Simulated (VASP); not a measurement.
The system is NaCaF3.

```
Na Ca F
1.0
     4.27988    0.00000    0.00000
     0.00000    4.27988    0.00000
     0.00000    0.00000    4.27988
Na Ca F
1 1 3
Direct
  0.00000 0.00000 0.00000
  0.50000 0.50000 0.50000
  0.50000 0.50000 0.00000
  0.50000 0.00000 0.50000
  0.00000 0.50000 0.50000
```

| Quantity | Value |
| --- | --- |
| Program | VASP 6.6.1 |
| Task | relaxation of cell and atoms |
| Functional | PBEsol |
| Potentials or basis | VASP PAW PBE potentials, release 64 (Na_pv, Ca_sv, F) |
| Cutoff | 600 eV |
| k mesh | 6 × 6 × 6 |
| Occupations | fermi-dirac, width 0.03 eV |
| Spin | no spin polarisation |

At the start: pressure 4.2 GPa; volume 15.68 Å³/atom.

How do energy, volume and symmetry change on relaxing?

Over 3 steps the energy falls by 13.4 meV/atom and the volume is 16.79 Å³/atom (+7.1 %); space group Pm-3m (No. 221, to 0.1 Å) before and after.

Step by step:
| step | energy change (eV) | largest force (eV/Å) | pressure (GPa) | volume (Å³) |
| --- | --- | --- | --- | --- |
| 1 | 0.0000 | 0.0000 | 4.16 | 78.40 |
| 2 | -0.0658 | 0.0000 | 0.51 | 83.10 |
| 3 | -0.0670 | 0.0000 | -0.02 | 83.93 |

Final structure:
```
Na Ca F
1.0
     4.37822    0.00000    0.00000
     0.00000    4.37822    0.00000
     0.00000    0.00000    4.37822
Na Ca F
1 1 3
Direct
  0.00000 0.00000 0.00000
  0.50000 0.50000 0.50000
  0.50000 0.50000 0.00000
  0.50000 0.00000 0.50000
  0.00000 0.50000 0.50000
```

Caveat: the PAW data sets were made with another functional, which shifts forces and pressure a little.
